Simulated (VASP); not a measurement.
# As (Cmce) in VASP: further runs

Runs on As. Level: BLYP. Tasks: single point.

Everything below comes from runs of VASP 6.6.1. Logs are shortened: lines on timing, memory, paths and dates and some standing lists are left out, and cuts for length are marked.

**1. The cell of the first run**

It takes space group Cmce (No. 64, orthorhombic). The conventional cell has a = 3.836 Å, b = 18.365 Å, c = 5.260 Å, α = 90.00°, β = 90.00°, γ = 90.00°. Within 3.4 Å of As (site symmetry m) lie 3 As at 2.60 to 2.61 Å.

**2. Single point, BLYP (46.32 Å³/atom)**

File INCAR:

```
PREC = Accurate ; ENCUT = 520
EDIFF = 1E-7 ; ISMEAR = -1
SIGMA = 0.1 ; LREAL = F
LASPH = T ; NELM = 80
ALGO = Normal ; ISIF = 2
LWAVE = F ; LCHARG = F
GGA = B5 ; ALDAX = 1.0
AGGAX = 1.0 ; AGGAC = 1.0
ALDAC = 0.0 ; NBANDS = 18
```

File KPOINTS:

```
regular mesh
0
Gamma
  10 10 7
```

File POSCAR:

```
As
1.0
    1.9179319860     -9.1824868420      0.0000000000
    1.9179319860      9.1824868420      0.0000000000
    0.0000000000      0.0000000000      5.2602881107
As
4
Direct
    0.0670660088      0.9329339912      0.9169923254
    0.5670660088      0.4329339912      0.5830076746
    0.9329339912      0.0670660088      0.0830076746
    0.4329339912      0.5670660088      0.4169923254
```

Potentials or basis: VASP PAW PBE potentials, release 64 (As).

Run with:

```console
> cat potpaw_PBE.64/As/POTCAR > POTCAR
> mpirun -np 1 vasp_std > vasp.out
```

OUTCAR:

```text
PREC = Accurate
   ENCUT = 520
   EDIFF = 1E-7
   ISMEAR = -1
   LREAL = F
   LASPH = T
   NELM = 80
   ISIF = 2
   GGA = B5

 ion  position               nearest neighbor table
   1  0.067  0.933  0.917-   2 2.60   2 2.60   3 2.61
   2  0.567  0.433  0.583-   1 2.60   1 2.60   4 2.61
   3  0.933  0.067  0.083-   4 2.60   4 2.60   1 2.61
   4  0.433  0.567  0.417-   3 2.60   3 2.60   2 2.61

  LATTYP: Found a base centered orthorhombic cell.
 ALAT       =     3.8358639720
 B/A-ratio  =     4.7877020192
 C/A-ratio  =     1.3713437570

  Lattice vectors:

 A1 = (   1.9179319860,  -9.1824868420,   0.0000000000)
 A2 = (   1.9179319860,   9.1824868420,   0.0000000000)
 A3 = (   0.0000000000,   0.0000000000,   5.2602881107)

Analysis of symmetry for initial positions (statically):
=====================================================================
 Subroutine PRICEL returns:
 Original cell was already a primitive cell.

 Routine SETGRP: Setting up the symmetry group for a
 base centered orthorhombic supercell.

 Subroutine GETGRP returns: Found  8 space group operations
 (whereof  4 operations were pure point group operations)
 out of a pool of  8 trial point group operations.

The static configuration has the point symmetry C_2h.
 The point group associated with its full space group is D_2h.

Analysis of symmetry for dynamics (positions and initial velocities):
=====================================================================
 Subroutine PRICEL returns:
 Original cell was already a primitive cell.

 Routine SETGRP: Setting up the symmetry group for a
 base centered orthorhombic supercell.

 Subroutine GETGRP returns: Found  8 space group operations
 (whereof  4 operations were pure point group operations)
 out of a pool of  8 trial point group operations.

The dynamic configuration has the point symmetry C_2h.
 The point group associated with its full space group is D_2h.

 Subroutine INISYM returns: Found  8 space group operations
 (whereof  4 operations are pure point group operations),
 and found     1 'primitive' translations

----------------------------------------------------------------------------------------

                                     Primitive cell

  volume of cell :     185.2819

  direct lattice vectors                    reciprocal lattice vectors
     1.917931986 -9.182486842  0.000000000     0.260697461 -0.054451480  0.000000000
[... 90 lines left out ...]
   EDIFF  = 0.1E-06   stopping-criterion for ELM
   LREAL  =      F    real-space projection
   EDIFFG = 0.1E-05   stopping-criterion for IOM
   NSW    =      0    number of steps for IOM
   IBRION =     -1    ionic relax: 0-MD 1-quasi-New 2-CG
   NFREE  =      0    steps in history (QN), initial steepest desc. (CG)
   ISIF   =      2    stress and relaxation
   ISYM   =      2    0-nonsym 1-usesym 2-fastsym
   POTIM  = 0.5000    time-step for ionic-motion
   TEBEG  =    0.0;   TEEND  =   0.0 temperature during run
   PSTRESS=    0.0 pullay stress
   NELECT =      20.0000    total number of electrons
   NUPDOWN=      -1.0000    fix difference up-down
   EMIN   =  10.00;   EMAX   =-10.00  energy-range for DOS
   EFERMI =   0.00;   METHOD = LEGACY
   ISMEAR =    -1;   SIGMA  =   0.10  broadening in eV -4-tet -1-fermi 0-gaus
   EFERMI_NEDOS =   21; number of points for ismear=-14 and -15
   IALGO  =     38    algorithm
   IMIX   =      4    mixing-type and parameters
     AMIX     =   0.40;   BMIX     =  1.00
     AMIX_MAG =   1.60;   BMIX_MAG =  1.00
  volume/ion in A,a.u.               =      46.32       312.59
  Fermi-wavevector in a.u.,A,eV,Ry     =   0.779484  1.473011  8.266834  0.607595
  Thomas-Fermi vector in A             =   1.882597
   LORBIT       =      0    0 simple, 1 ext, 2 COOP (PROOUT), +10 PAW based schemes
   GGA     = B5    functional components
   LHFCALC =     F    Hartree Fock is set to
   AEXX    =    0.0000 exact exchange contribution
   IVDW    =     0    specifies the selected vdW correction
   LEPSILON=     F    determine dielectric tensor
   LRPA    =     F    only Hartree local field effects (RPA)
 non-spin polarized calculation
  energy-cutoff  :      520.00
  volume of cell :      185.28
 maximum number of plane-waves:      5016
 NGX is ok and might be reduce to    70
   NGX = 35   NGY = 35   NGZ = 19

 number of electron      20.0000001 magnetization

 Free energy of the ion-electron system (eV)
  ---------------------------------------------------
  ext. energy  EPLUGINS =         0.00000000
  ---------------------------------------------------
  free energy    TOTEN  =       -16.10814979 eV

  energy without entropy =      -16.10743256  energy(sigma->0) =      -16.10779118

 E-fermi :   0.2812     XC(G=0):  -5.7039

 val. band max:       -0.2481995337   @ k =   0.5000   0.5000   0.0000
 cond. band min:       0.8111223069   @ k =   0.5000   0.5000   0.0000
 fundamental gap:      1.0593218406
 Fermi energy:         0.2812100738

 k-point     1 :       0.0000    0.0000    0.0000
  band No.  band energies     occupation
      1     -12.9904      2.00000
      2     -11.3754      2.00000
      3      -9.2860      2.00000
      4      -6.8196      2.00000
      5      -3.8924      2.00000
      6      -2.9051      2.00000
[... 481 lines left out ...]
      5      -3.5314      2.00000
      6      -3.3757      2.00000
[... 10 lines left out ...]
     17       5.3655      0.00000
     18       6.8238      0.00000

 [... further k-points ...]

------------------------ aborting loop because EDIFF is reached ----------------------------------------

  FORCE on cell =-STRESS in cart. coord.  units (eV):
  Direction    XX          YY          ZZ          XY          YZ          ZX
  --------------------------------------------------------------------------------------
  -------------------------------------------------------------------------------------
  Total       -2.3522557     -1.6283203     -2.0704624      0.0000000     -0.0000000      0.0000000
  in kB      -20.3405204    -14.0804770    -17.9037861      0.0000000     -0.0000000      0.0000000
  external PRESSURE =     -17.4415945 kB  Pullay stress =       0.0000000 kB

 VOLUME and BASIS-vectors are now :
 -----------------------------------------------------------------------------
  energy-cutoff  :      520.00
  volume of cell :      185.28
      direct lattice vectors                 reciprocal lattice vectors
     1.917931986 -9.182486842  0.000000000     0.260697461 -0.054451480  0.000000000
     1.917931986  9.182486842  0.000000000     0.260697461  0.054451480  0.000000000
     0.000000000  0.000000000  5.260288111     0.000000000  0.000000000  0.190103656

 POSITION                                       TOTAL-FORCE (eV/Angst)
 -----------------------------------------------------------------------------------
      1.91793      7.95082      4.82364         0.000000      0.336507     -0.293690
      1.91793     -1.23167      3.06679         0.000000      0.336507      0.293690
      1.91793     -7.95082      0.43664         0.000000     -0.336507      0.293690
      1.91793      1.23167      2.19350         0.000000     -0.336507     -0.293690
 -----------------------------------------------------------------------------------
    total drift:                               -0.000000     -0.000000      0.000000

  FREE ENERGIE OF THE ION-ELECTRON SYSTEM (eV)
  ---------------------------------------------------
  free  energy   TOTEN  =       -16.1081497926 eV

  energy  without entropy=      -16.1074325632  energy(sigma->0) =      -16.10779118
```

OSZICAR:

```text
N       E                     dE             d eps       ncg     rms          rms(c)
DAV:   1     0.846112083817E+02    0.84611E+02   -0.68160E+03  4464   0.841E+02
DAV:   2    -0.807072400861E+01   -0.92682E+02   -0.89196E+02  6182   0.131E+02
DAV:   3    -0.160820307969E+02   -0.80113E+01   -0.79622E+01  5636   0.424E+01
DAV:   4    -0.162096171250E+02   -0.12759E+00   -0.12749E+00  5500   0.628E+00
DAV:   5    -0.162116038509E+02   -0.19867E-02   -0.19867E-02  5616   0.783E-01    0.377E+00
DAV:   6    -0.161381164315E+02    0.73487E-01   -0.58402E-02  5286   0.117E+00    0.227E+00
DAV:   7    -0.161075489954E+02    0.30567E-01   -0.11889E-01  5380   0.161E+00    0.209E-01
DAV:   8    -0.161077083202E+02   -0.15932E-03   -0.69537E-03  4796   0.437E-01    0.109E-01
DAV:   9    -0.161080886531E+02   -0.38033E-03   -0.83781E-04  5142   0.163E-01    0.328E-02
DAV:  10    -0.161081325763E+02   -0.43923E-04   -0.90810E-05  5098   0.508E-02    0.155E-02
DAV:  11    -0.161081460296E+02   -0.13453E-04   -0.73766E-05  4584   0.429E-02    0.105E-02
DAV:  12    -0.161081493655E+02   -0.33359E-05   -0.19961E-05  5154   0.208E-02    0.510E-03
DAV:  13    -0.161081496937E+02   -0.32822E-06   -0.67696E-07  5074   0.483E-03    0.141E-03
DAV:  14    -0.161081497926E+02   -0.98867E-07   -0.31217E-07  4594   0.318E-03
   1 F= -.16108150E+02 E0= -.16107791E+02  d E =-.717229E-03
```

stdout:

```text
POSCAR found type information on POSCAR As
 POSCAR found :  1 types and       4 ions
 scaLAPACK will be used
 -----------------------------------------------------------------------------
|                                                                             |
|                                                                             |
|     You enforced a specific xc type in the INCAR file but a different       |
|     I HOPE YOU KNOW WHAT YOU ARE DOING!                                     |
|                                                                             |
 -----------------------------------------------------------------------------

 LDA part: xc-table for (Slater(with rela. corr.)+VWN5), standard interpolation
 POSCAR, INCAR and KPOINTS ok, starting setup
 FFT: planning ... GRIDC
 FFT: planning ... GRID_SOFT
 FFT: planning ... GRID
 WAVECAR not read
 entering main loop
```

Run time: 9.1 min. Hardware: 1 thread of Intel Xeon Platinum 8488C (Sapphire Rapids), shared host; peak memory 0.64 GiB.

Results:

| Item | Value |
| --- | --- |
| Free energy | -16.1081 eV |
| Pressure | -1.7 GPa |
| Largest force | 0.447 eV/Å |
| Band gap on the k mesh | 1.06 eV |

Forces on the atoms (eV/Å):
```
As   0.000  0.337 -0.294
As   0.000  0.337  0.294
As   0.000 -0.337  0.294
As   0.000 -0.337 -0.294
```

Levels at points of the mesh, in eV from the valence-band top:
```
           k point  band 7  band 8  band 9  band 10  band 11  band 12  band 13  band 14
(0.00, 0.00, 0.00)   -2.00   -0.87   -0.81    -0.01     1.21     2.18     2.26     2.88
(0.50, 0.00, 0.00)   -1.92   -1.92   -1.27    -1.27     1.41     1.41     2.32     2.32
(0.50, 0.50, 0.00)   -2.00   -0.83   -0.81     0.00     1.06     2.17     2.26     2.88
```

Caveat: the PAW data sets were made with another functional, which shifts forces and pressure a little. A k mesh can miss the band edges.

**3. Single point, BLYP (48.04 Å³/atom)**

This run uses another cell than the first one, of 48.04 Å³/atom.

File INCAR:

```
SYSTEM = As
AGGAC = 1.0 ; AGGAX = 1.0
ALDAC = 0.0 ; ALDAX = 1.0
ALGO = Normal ; EDIFF = 1E-6
ENCUT = 520 ; GGA = B5
ISIF = 2 ; ISMEAR = -1
LASPH = .TRUE. ; LCHARG = .FALSE.
LREAL = .FALSE. ; LWAVE = .FALSE.
NBANDS = 18 ; NELM = 100
PREC = Accurate ; SIGMA = 0.1
```

File KPOINTS:

```
k-points
0
G
  10 10 7
  0 0 0
```

File POSCAR:

```
As
1.0
    1.9413237058     -9.2944794263      0.0000000000
    1.9413237058      9.2944794263      0.0000000000
    0.0000000000      0.0000000000      5.3244442886
As
4
Direct
    0.0670660088      0.9329339912      0.9169923254
    0.5670660088      0.4329339912      0.5830076746
    0.9329339912      0.0670660088      0.0830076746
    0.4329339912      0.5670660088      0.4169923254
```

Potentials or basis: VASP PAW PBE potentials, release 64 (As).

Run with:

```console
> cat potpaw_PBE.64/As/POTCAR > POTCAR
> mpirun -np 1 vasp_std > vasp.out
```

Run time: 7.4 min. Hardware: 1 thread of Intel Xeon Platinum 8488C (Sapphire Rapids), shared host; peak memory 0.68 GiB.

Results (log left out):

| Quantity | Value |
| --- | --- |
| Free energy | -16.0178 eV |
| Pressure | -2.5 GPa |
| Largest force | 0.652 eV/Å |
| Band gap on the k mesh | 1.08 eV |

Forces in eV/Å, atoms in the order of the input:
```
As   0.000  0.488 -0.432
As   0.000  0.488  0.432
As   0.000 -0.488  0.432
As   0.000 -0.488 -0.432
```

Stress tensor (GPa, compression positive):
```
-2.84  0.00  0.00
 0.00 -2.01  0.00
 0.00  0.00 -2.53
```

Levels at points of the mesh, in eV from the valence-band top:
```tsv
k point	band 6	band 7	band 8	band 9	band 10	band 11	band 12	band 13	band 14	band 15
(0.00, 0.00, 0.00)	-2.50	-1.89	-0.79	-0.76	-0.01	1.22	2.13	2.26	2.82	4.44
(0.50, 0.00, 0.00)	-2.94	-1.84	-1.84	-1.20	-1.20	1.42	1.42	2.32	2.32	3.32
(0.50, 0.50, 0.00)	-2.51	-1.89	-0.76	-0.75	0.00	1.08	2.12	2.26	2.82	4.44
```

Caveat: the PAW data sets were made with another functional, which shifts forces and pressure a little. A k mesh can miss the band edges.
